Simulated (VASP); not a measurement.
Set up this calculation in VASP 6.6.1, as the native input.

```
Task                   : single point
Functional             : r2SCAN
Potentials or basis    : VASP PAW PBE potentials, release 64 (Si, C)
Cutoff                 : 520 eV
k mesh                 : 10 × 10 × 10
Occupations            : gaussian, width 0.05 eV
Spin                   : no spin polarisation
Dipole correction      : no
Further INCAR settings : ALGO = Normal; EDIFF = 1e-07; NBANDS = 11
```

SiC:

```
Si C
1.0
     0.00000    2.28705    2.12369
     2.28705    0.00000    2.12369
     2.28705    2.28705    0.00000
Si C
1 1
Direct
  0.00000 0.00000 0.00000
  0.75000 0.75000 0.75000
```

This cell differs from its parent crystal: strain +0.050 along x and y, -0.025 along z.

One way to write it, as run:

POSCAR

```
SiC
1.0
    0.0000000000      2.2870522348      2.1236913609
    2.2870522348      0.0000000000      2.1236913609
    2.2870522348      2.2870522348      0.0000000000
Si C
1 1
Direct
    0.0000000000      0.0000000000      0.0000000000
    0.7500000000      0.7500000000      0.7500000000
```

INCAR.step1

```
SYSTEM = SiC
PREC = Accurate
ENCUT = 520
ISMEAR = 0
SIGMA = 0.05
LREAL = .False.
LASPH = .True.
NELM = 60
NBANDS = 11
GGA = PE
ALGO = Normal
EDIFF = 1E-4
LWAVE = .True.
LCHARG = .False.
```

INCAR.step2

```
SYSTEM = SiC
PREC = Accurate
ENCUT = 520
EDIFF = 1E-7
ISMEAR = 0
SIGMA = 0.05
LREAL = .False.
LASPH = .True.
NELM = 60
ALGO = Normal
ISIF = 2
LWAVE = .False.
LCHARG = .False.
METAGGA = R2SCAN
LMIXTAU = .True.
NBANDS = 11
ISTART = 1
```

KPOINTS

```
regular mesh
0
Gamma
  10 10 10
  0 0 0
```

Potentials or basis: VASP PAW PBE potentials, release 64 (Si, C).

The run is started by

```console
$ cat potpaw_PBE.64/Si/POTCAR potpaw_PBE.64/C/POTCAR > POTCAR
$ cp INCAR.step1 INCAR
$ mpirun -np 1 vasp_std > vasp.out
$ cp INCAR.step2 INCAR
$ mpirun -np 1 vasp_std > vasp.out
```

It gave:

```
Pressure               : -14.7 GPa
Band gap on the k mesh : 1.05 eV, indirect (least direct gap 4.88 eV)
```

Caveat: the cell differs from its parent crystal (strain +0.050 along x and y, -0.025 along z); the PAW data sets were made with another functional, which shifts forces and pressure a little.

Wall time 45 s on 1 thread of Intel(R) Xeon(R) Platinum 8488C (Sapphire Rapids) (shared host), peak memory 0.15 GiB.
